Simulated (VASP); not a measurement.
# CdTe: single point with LDA

CdTe:

```xyz
2
Lattice="0.0000 2.9039 3.2760 3.2760 0.0000 3.2760 3.2760 2.9039 0.0000" Properties=species:S:1:pos:R:3 pbc="T T T"
Cd    0.0000    0.0000    0.0000
Te    4.9141    4.3558    4.9141
```

This cell differs from its parent crystal: volume 31.166 Å^3 an atom, c/a of the conventional cell 0.8864.

```yaml
Program: VASP 6.6.1
Task: single point
Functional: LDA
Potentials_or_basis: VASP PAW LDA potentials, release 64 (Cd, Te)
Cutoff: 520 eV
k_mesh: 8 × 8 × 8
Occupations: gaussian, width 0.05 eV
Spin: no spin polarisation
```

The pressure is 2.8 GPa and the band gap on the k mesh is 0.57 eV, direct.

Stress tensor (GPa, compression positive):
```
2.38 0.00 0.00
0.00 3.75 0.00
0.00 0.00 2.38
```

Levels at points of the mesh, in eV from the valence-band top:
| k point | band 6 | band 7 | band 8 | band 9 | band 10 | band 11 | band 12 | band 13 |
| --- | --- | --- | --- | --- | --- | --- | --- | --- |
| (0.00, 0.00, 0.00) | -8.48 | -0.34 | -0.34 | 0.00 | 0.57 | 4.30 | 4.32 | 4.32 |
| (0.50, 0.00, 0.00) | -8.09 | -5.20 | -1.42 | -0.84 | 1.41 | 4.49 | 5.42 | 6.82 |
| (0.50, 0.50, 0.00) | -8.01 | -5.21 | -2.27 | -2.07 | 2.24 | 2.67 | 8.45 | 8.48 |
| (0.50, 0.00, 0.50) | -7.76 | -4.55 | -2.76 | -2.76 | 1.67 | 1.75 | 9.20 | 9.20 |

Run time: 57 s on 1 thread of Intel(R) Xeon(R) 6975P-C (Granite Rapids), on a shared host, peak memory 0.21 GiB.

Caveat: spin-orbit coupling is left out, which moves the levels of the heavy elements.
